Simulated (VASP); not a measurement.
# Ga3As3CO in VASP: further runs

The runs below take Ga3As3CO through single point, with PBE+D3(BJ).

All numbers are computed with VASP 6.6.1; they aren't measurements. Logs are shortened: lines on timing, memory, paths and dates and some standing lists are left out, and cuts for length are marked.

**1. The cell of the first run**

The cell holds a slab with vacuum, 8 atoms: a = 4.014 Å, b = 5.676 Å, c = 23.335 Å, α = 90.00°, β = 90.00°, γ = 90.00°.

**2. Single point, PBE+D3(BJ)**

File INCAR:

```
ALGO = Normal
DIPOL = 0.5 0.5 0.320
EDIFF = 1E-6
ENCUT = 520
GGA = PE
GGA_COMPAT = F
IDIPOL = 3
ISIF = 2
ISMEAR = 0
IVDW = 12
LASPH = T
LCHARG = F
LDIPOL = T
LREAL = F
LWAVE = F
NBANDS = 57
NELM = 120
NELMDL = -8
PREC = Accurate
SIGMA = 0.05
```

File KPOINTS:

```
k-points
0
Gamma
  7 5 1
```

File POSCAR:

```
Ga3As3CO
1.0
    4.0137031111      0.0000000000      0.0000000000
    0.0000000000      5.6762333751      0.0000000000
    0.0000000000      0.0000000000     23.3352699083
Ga As O C
3 3 1 1
Direct
    0.5000000000      0.5000000000      0.1714143447
    0.0000000000      0.0653835255      0.2680035048
    0.5000000000      0.4894639609      0.3228546357
    0.0000000000      0.2500000000      0.1714143447
    0.5000000000      0.8102208698      0.2504948966
    0.0000000000      0.2887573198      0.3593388866
    0.1666666667      0.6220906532      0.4836142866
    0.1666666667      0.6220906532      0.5328959107
```

Potentials or basis: VASP PAW PBE potentials, release 64 (Ga_d, As_d, O, C).

Launch:

```sh
$ cat potpaw_PBE.64/Ga_d/POTCAR potpaw_PBE.64/As_d/POTCAR potpaw_PBE.64/O/POTCAR potpaw_PBE.64/C/POTCAR > POTCAR
$ mpirun -np 1 vasp_std > vasp.out
```

OUTCAR:

```text
EDIFF = 1E-6
   ENCUT = 520
   GGA = PE
   ISIF = 2
   ISMEAR = 0
   IVDW = 12
   LASPH = T
   LREAL = F
   NELM = 120
   NELMDL = -8
   PREC = Accurate
 IVDW          = 12

 ion  position               nearest neighbor table
   1  0.500  0.500  0.171-   4 2.46   4 2.46   5 2.55
   2  0.000  0.065  0.268-   6 2.48   4 2.49   5 2.51   5 2.51
   3  0.500  0.489  0.323-   6 2.46   6 2.46   5 2.48
   4  0.000  0.250  0.171-   1 2.46   1 2.46   2 2.49
   5  0.500  0.810  0.250-   3 2.48   2 2.51   2 2.51   1 2.55
   6  0.000  0.289  0.359-   3 2.46   3 2.46   2 2.48
   7  0.167  0.622  0.484-   8 1.15
   8  0.167  0.622  0.533-   7 1.15

  LATTYP: Found a simple orthorhombic cell.
 ALAT       =     4.0137031111
 B/A-ratio  =     1.4142135624
 C/A-ratio  =     5.8139003465

  Lattice vectors:

 A1 = (   4.0137031111,   0.0000000000,   0.0000000000)
 A2 = (   0.0000000000,   5.6762333751,   0.0000000000)
 A3 = (   0.0000000000,   0.0000000000,  23.3352699083)

Analysis of symmetry for initial positions (statically):
=====================================================================
 Subroutine PRICEL returns:
 Original cell was already a primitive cell.

 Routine SETGRP: Setting up the symmetry group for a
 simple orthorhombic supercell.

 Subroutine GETGRP returns: Found  1 space group operations
 (whereof  1 operations were pure point group operations)
 out of a pool of  8 trial point group operations.

The static configuration has the point symmetry C_1 .

Analysis of symmetry for dynamics (positions and initial velocities):
=====================================================================
 Subroutine PRICEL returns:
 Original cell was already a primitive cell.

 Routine SETGRP: Setting up the symmetry group for a
 simple orthorhombic supercell.

 Subroutine GETGRP returns: Found  1 space group operations
 (whereof  1 operations were pure point group operations)
 out of a pool of  8 trial point group operations.

The dynamic configuration has the point symmetry C_1 .

 Subroutine INISYM returns: Found  1 space group operations
 (whereof  1 operations are pure point group operations),
 and found     1 'primitive' translations

----------------------------------------------------------------------------------------

                                     Primitive cell

  volume of cell :     531.6408

  direct lattice vectors                    reciprocal lattice vectors
     4.013703111  0.000000000  0.000000000     0.249146480  0.000000000  0.000000000
     0.000000000  5.676233375  0.000000000     0.000000000  0.176173165  0.000000000
     0.000000000  0.000000000 23.335269908     0.000000000  0.000000000  0.042853586

  length of vectors
     4.013703111  5.676233375 23.335269908     0.249146480  0.176173165  0.042853586

  position of ions in fractional coordinates (direct lattice)
     0.500000000  0.500000000  0.171414345
     0.000000000  0.065383526  0.268003505
     0.500000000  0.489463961  0.322854636
     0.000000000  0.250000000  0.171414345
     0.500000000  0.810220870  0.250494897
     0.000000000  0.288757320  0.359338887
     0.166666667  0.622090653  0.483614287
     0.166666667  0.622090653  0.532895911

  ion indices of the primitive-cell ions
   primitive index   ion index
                 1           1
                 2           2
                 3           3
                 4           4
                 5           5
                 6           6
                 7           7
                 8           8

----------------------------------------------------------------------------------------

 KPOINTS: k-points

Automatic generation of k-mesh.
 Grid dimensions read from file:
 generate k-points for:    7    5    1

 Generating k-lattice:

  Cartesian coordinates                     Fractional coordinates (reciprocal lattice)
     0.035592354  0.000000000  0.000000000     0.142857143  0.000000000  0.000000000
     0.000000000  0.035234633  0.000000000     0.000000000  0.200000000  0.000000000
     0.000000000  0.000000000  0.042853586     0.000000000  0.000000000  1.000000000

  Length of vectors
     0.035592354  0.035234633  0.042853586

  Shift w.r.t. Gamma in fractional coordinates (k-lattice)
     0.000000000  0.000000000  0.000000000

 Subroutine IBZKPT returns following result:
 ===========================================

 Found     18 irreducible k-points:

 Following reciprocal coordinates:
            Coordinates               Weight
  0.000000  0.000000  0.000000      1.000000
  0.142857  0.000000  0.000000      2.000000
  0.285714  0.000000  0.000000      2.000000
  0.428571  0.000000  0.000000      2.000000
  0.000000  0.200000  0.000000      2.000000
  0.142857  0.200000  0.000000      2.000000
[... 10 lines left out ...]
  0.428571  0.400000  0.000000      2.000000
  0.428571 -0.400000  0.000000      2.000000
   k-points           NKPTS =     18   k-points in BZ     NKDIM =     18   number of bands    NBANDS=     57
   number of dos      NEDOS =    301   number of ions     NIONS =      8
   total plane-waves  NPLWV = 226800
   dimension x,y,z NGX =    30 NGY =   42 NGZ =  180
   dimension x,y,z NGXF=    60 NGYF=   84 NGZF=  360
   ions per type =               3   3   1   1
   NGX,Y,Z   is equivalent  to a cutoff of  12.43, 12.30, 12.82 a.u.
   NGXF,Y,Z  is equivalent  to a cutoff of  24.85, 24.60, 25.65 a.u.
 SYSTEM =  unknown system
   PREC   = accura    normal or accurate (medium, high low for compatibility)
   ISTART =      0    job   : 0-new  1-cont  2-samecut
   ICHARG =      2    charge: 1-file 2-atom 10-const
   ISPIN  =      1    spin polarized calculation?
   LNONCOLLINEAR =      F non collinear calculations
   LSORBIT =      F    spin-orbit coupling
   LASPH  =      T    aspherical Exc in radial PAW
   ENCUT  =  520.0 eV  38.22 Ry    6.18 a.u.   7.46 10.55 43.39*2*pi/ulx,y,z
   NELM   =    120;   NELMIN=  2; NELMDL= -8     # of ELM steps
   EDIFF  = 0.1E-05   stopping-criterion for ELM
   LREAL  =      F    real-space projection
   EDIFFG = 0.1E-04   stopping-criterion for IOM
   NSW    =      0    number of steps for IOM
   IBRION =     -1    ionic relax: 0-MD 1-quasi-New 2-CG
   NFREE  =      0    steps in history (QN), initial steepest desc. (CG)
   ISIF   =      2    stress and relaxation
   ISYM   =      2    0-nonsym 1-usesym 2-fastsym
   POTIM  = 0.5000    time-step for ionic-motion
   TEBEG  =    0.0;   TEEND  =   0.0 temperature during run
   PSTRESS=    0.0 pullay stress
   NELECT =      94.0000    total number of electrons
   NUPDOWN=      -1.0000    fix difference up-down
   EMIN   =  10.00;   EMAX   =-10.00  energy-range for DOS
   EFERMI =   0.00;   METHOD = LEGACY
   ISMEAR =     0;   SIGMA  =   0.05  broadening in eV -4-tet -1-fermi 0-gaus
   EFERMI_NEDOS =   21; number of points for ismear=-14 and -15
   IALGO  =     38    algorithm
   IMIX   =      4    mixing-type and parameters
     AMIX     =   0.40;   BMIX     =  1.00
     AMIX_MAG =   1.60;   BMIX_MAG =  1.00
  volume/ion in A,a.u.               =      66.46       448.46
  Fermi-wavevector in a.u.,A,eV,Ry     =   0.918850  1.736375 11.487202  0.844286
  Thomas-Fermi vector in A             =   2.043978
   LORBIT       =      0    0 simple, 1 ext, 2 COOP (PROOUT), +10 PAW based schemes
   GGA     = PE    functional components
   LHFCALC =     F    Hartree Fock is set to
   AEXX    =    0.0000 exact exchange contribution
   IVDW    =    12    specifies the selected vdW correction
   LEPSILON=     F    determine dielectric tensor
   LRPA    =     F    only Hartree local field effects (RPA)
 non-spin polarized calculation
 Gauss-broadening in eV      SIGMA  =   0.05
  energy-cutoff  :      520.00
  volume of cell :      531.64
 maximum number of plane-waves:     14367
 NGX is ok and might be reduce to    30
   NGX = 15   NGY = 21   NGZ = 87

 dipolmoment           0.000000      0.000000     -0.004045 electrons x Angstroem

 number of electron      93.9999977 magnetization

 dipolmoment           0.000000      0.000000      0.050914 electrons x Angstroem

 Free energy of the ion-electron system (eV)
  ---------------------------------------------------
  ext. energy  EPLUGINS =         0.00000000
  ---------------------------------------------------
  free energy    TOTEN  =       -37.58248079 eV

  energy without entropy =      -37.58248079  energy(sigma->0) =      -37.58248079

 E-fermi :  -2.2748     XC(G=0):  -3.8744

 val. band max:       -2.4750880179   @ k =   0.0000   0.0000   0.0000
 cond. band min:      -2.0703750913   @ k =   0.4286   0.0000   0.0000
 fundamental gap:      0.4047129265
 Fermi energy:        -2.2747896434

 k-point     1 :       0.0000    0.0000    0.0000
  band No.  band energies     occupation
      1     -37.7036      2.00000
      2     -37.6921      2.00000
      3     -37.6872      2.00000
      4     -37.6731      2.00000
      5     -37.6717      2.00000
      6     -37.2862      2.00000
[... 49 lines left out ...]
     56       1.9693      0.00000
     57       2.0808      0.00000

 k-point     2 :       0.1429    0.0000    0.0000
  band No.  band energies     occupation
      1     -37.7035      2.00000
      2     -37.6921      2.00000
      3     -37.6872      2.00000
      4     -37.6729      2.00000
      5     -37.6718      2.00000
      6     -37.2860      2.00000
[... 49 lines left out ...]
     56       1.7828      0.00000
     57       2.0560      0.00000
[... 898 lines left out ...]
     56       2.5350      0.00000
     57       2.8836      0.00000

 k-point    18 :       0.4286   -0.4000    0.0000
  band No.  band energies     occupation
      1     -37.7034      2.00000
      2     -37.6920      2.00000
      3     -37.6875      2.00000
      4     -37.6720      2.00000
      5     -37.6720      2.00000
      6     -37.2851      2.00000
[... 49 lines left out ...]
     56       2.5466      0.00000
     57       2.8673      0.00000

------------------------ aborting loop because EDIFF is reached ----------------------------------------

 vacuum level on the upper side and lower side of the slab       (xc-potential included)         0.051        -0.340

 Edisp (eV)   -1.27321

 E8    (eV) :    -0.5765

  FORCE on cell =-STRESS in cart. coord.  units (eV):
  Direction    XX          YY          ZZ          XY          YZ          ZX
  --------------------------------------------------------------------------------------
  -------------------------------------------------------------------------------------
  Total      -2.19331    -2.66360    -0.82539     0.03834     0.08724     0.04684
  in kB      -6.60987    -8.02715    -2.48744     0.11554     0.26290     0.14115
  external pressure =       -5.71 kB  Pullay stress =        0.00 kB

 VOLUME and BASIS-vectors are now :
 -----------------------------------------------------------------------------
  energy-cutoff  :      520.00
  volume of cell :      531.64
      direct lattice vectors                 reciprocal lattice vectors
     4.013703111  0.000000000  0.000000000     0.249146480  0.000000000  0.000000000
     0.000000000  5.676233375  0.000000000     0.000000000  0.176173165  0.000000000
     0.000000000  0.000000000 23.335269908     0.000000000  0.000000000  0.042853586

 POSITION                                       TOTAL-FORCE (eV/Angst)
 -----------------------------------------------------------------------------------
      2.00685      2.83812      4.00000        -0.000627     -0.321716      1.039478
      0.00000      0.37113      6.25393        -0.005790     -0.001860      0.024446
      2.00685      2.77831      7.53390        -0.000275      0.000491      0.016132
      0.00000      1.41906      4.00000         0.000765      0.322274     -1.055292
      2.00685      4.59900      5.84537         0.000744      0.000066     -0.012796
      0.00000      1.63905      8.38527        -0.008832     -0.032208     -0.015785
      0.66895      3.53113     11.28527         0.017454      0.039997      0.716950
      0.66895      3.53113     12.43527        -0.003440     -0.007044     -0.713133
 -----------------------------------------------------------------------------------
    total drift:                               -0.000036      0.003537     -0.003345

  FREE ENERGIE OF THE ION-ELECTRON SYSTEM (eV)
  ---------------------------------------------------
  free  energy   TOTEN  =       -38.8556898491 eV

  energy  without entropy=      -38.8556898489  energy(sigma->0) =      -38.85568985

 vacuum level on the upper side and lower side of the slab         2.472         2.070
```

Run time: 18 min. Hardware: 1 thread of Intel Xeon Platinum 8375C at 2.90GHz (Ice Lake), shared host; peak memory 0.81 GiB.

Results:

```
Free energy                : -38.8557 eV
Largest force              : 1.103 eV/Å
Band gap on the k mesh     : 0.40 eV (least direct gap 0.75 eV)
Dispersion energy per atom : -0.159 eV
```

Forces on the atoms (eV/Å):
```
Ga  -0.001 -0.322  1.039
Ga  -0.006 -0.002  0.024
Ga   0.000  0.000  0.016
As   0.001  0.322 -1.055
As   0.001  0.000 -0.013
As  -0.009 -0.032 -0.016
O    0.017  0.040  0.717
C   -0.003 -0.007 -0.713
```

(Continued in part 2 of 2.)
